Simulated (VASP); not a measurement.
Write the native input for VASP 6.6.1 that does the following.

| Item | Value |
| --- | --- |
| Task | single point |
| Functional | PBEsol |
| Potentials or basis | VASP PAW PBE potentials, release 64 (Al, Ni) |
| Cutoff | 520 eV |
| k mesh | 12 × 12 × 10 |
| Occupations | gaussian, width 0.15 eV |
| Spin | no spin polarisation |
| Dipole correction | no |
| Further INCAR settings | ALGO = Fast; EDIFF = 1e-07; NBANDS = 22 |

The structure of Al3Ni2 lies in POSCAR:

```
Al3Ni2
1.0
    4.4034536022      0.0000000000      0.0000000000
   -2.2017268011      3.8135026838      0.0000000000
    0.0000000000      0.0000000000      4.8594646093
Al Ni
3 2
Direct
    0.0000000000      0.0000000000      0.0000000000
    0.3333333333      0.6666666667      0.6477829058
    0.6666666667      0.3333333333      0.3522170942
    0.3333333333      0.6666666667      0.1455709071
    0.6666666667      0.3333333333      0.8544290929
```

This cell differs from its parent crystal: strain +0.1000 x Voigt [1, 1, 0, 0, 0, 0].

One way to write it, as run:

INCAR

```
PREC = Accurate
ENCUT = 520
EDIFF = 1E-7
ISMEAR = 0
SIGMA = 0.15
LREAL = F
LASPH = T
NELM = 100
ALGO = Fast
ISIF = 2
LWAVE = F
LCHARG = T
GGA = PS
LELF = T
LVHAR = T
NBANDS = 22
```

KPOINTS

```
Automatic mesh
0
Gamma
  12 12 10
```

Potentials or basis: VASP PAW PBE potentials, release 64 (Al, Ni).

Launch:

```bash
$ cat potpaw_PBE.64/Al/POTCAR potpaw_PBE.64/Ni/POTCAR > POTCAR
$ mpirun -np 1 vasp_std > vasp.out
```

It gave:

* Pressure: -16.5 GPa
* Largest force: 0.212 eV/Å
* Band gap on the k mesh: zero (an odd number of electrons rules out a gap without spin polarisation)

Caveat: the cell differs from its parent crystal (strain +0.1000 x Voigt [1, 1, 0, 0, 0, 0]); the stress differs along the axes, from -21 to -7 GPa; the PAW data sets were made with another functional, which shifts forces and pressure a little.

It took 5.3 min on 1 thread of Intel(R) Xeon(R) Platinum 8488C (Sapphire Rapids) (shared host), peak memory 0.38 GiB.
